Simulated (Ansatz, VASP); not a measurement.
**Ag in VASP and in Ansatz**

File INCAR:

```
SYSTEM = Ag
PREC = Accurate
ENCUT = 400
EDIFF = 1E-6
ISMEAR = 1
SIGMA = 0.1
LREAL = .False.
LASPH = .True.
NELM = 120
ALGO = Normal
ISIF = 2
LWAVE = .False.
LCHARG = .True.
LDIPOL = .True.
IDIPOL = 3
DIPOL = 0.5 0.5 0.606
GGA = PE
LELF = .True.
LVHAR = .True.
LVACPOTAV = .True.
NBANDS = 24
GGA_COMPAT = .False.
NELMDL = -8
```

Contents of KPOINTS:

```
regular mesh
0
Gamma
  15 15 1
  0 0 0
```

The input POSCAR:

```
Ag
1.0
    3.0028735933      0.0000000291      0.0000000000
   -1.5014368219      2.6005648016      0.0000000000
    0.0000000000      0.0000000000     31.9392651445
Ag
3
Direct
    1.0000000000      0.0000000000      0.5320962951
    0.6666666667      0.3333333333      0.6063441266
    0.3333333333      0.6666666667      0.6795855429
```

Input for Ansatz:

```yaml
crystal:
  lattice:
    - [3.0028735933, 2.91e-08, 0.0]
    - [-1.5014368219, 2.6005648016, 0.0]
    - [0.0, 0.0, 31.9392651445]
  atoms:
    - { symbol: Ag, position: [1.0, 0.0, 0.5320962951] }
    - { symbol: Ag, position: [0.6666666667, 0.3333333333, 0.6063441266] }
    - { symbol: Ag, position: [0.3333333333, 0.6666666667, 0.6795855429] }
basis:
  ecutwfc: 420
kpoints:
  mp_grid: { grid: [15, 15, 1] }
hamiltonian:
  xc: pbe
  pseudopotentials: { kind: paw, azcp: { folder: soft_1 } }
scf:
  occupations: { method: methfessel_paxton, width: 0.1 }
  n_extra_bands: 8
  max_iter: 160
output:
  forces: true
  eigenvalues: true
  write_density: true
  write_potential: true
  elf: true
  volumetric_format: npy
efield:
  axis: 3
  dipole_correction: true
```

Alike in both runs: task single point; functional PBE; k mesh 15 × 15 × 1; occupations methfessel-paxton of order 1, width 0.1 eV; no spin polarisation.

|  | VASP | Ansatz |
| --- | --- | --- |
| version | VASP 6.6.1 | Ansatz 0.2.0 |
| potentials or method | VASP PAW PBE potentials, release 64 (Ag), cutoff 400 eV | scalar-relativistic, plane waves, PAW |
| valence electrons in the cell | 33 | 57 |

VASP gave:

```
gap on the k mesh at the Fermi level (eV) : none
rms of the force components (eV/Å)        : 0.036
```

Question: Estimate Ansatz's values.

Answer: gap on the k mesh at the Fermi level (eV): none; rms of the force components (eV/Å): 0.035.

Atom by atom the forces differ by 0.002 eV/Å (rms over components). A gap of «none» marks a metal or a gap that the smearing closes. VASP's potentials hold 33 valence electrons a cell and Ansatz's 57, so a difference there can come from the potentials and not from the codes. Ansatz's warnings: xc potential rough in thin density.
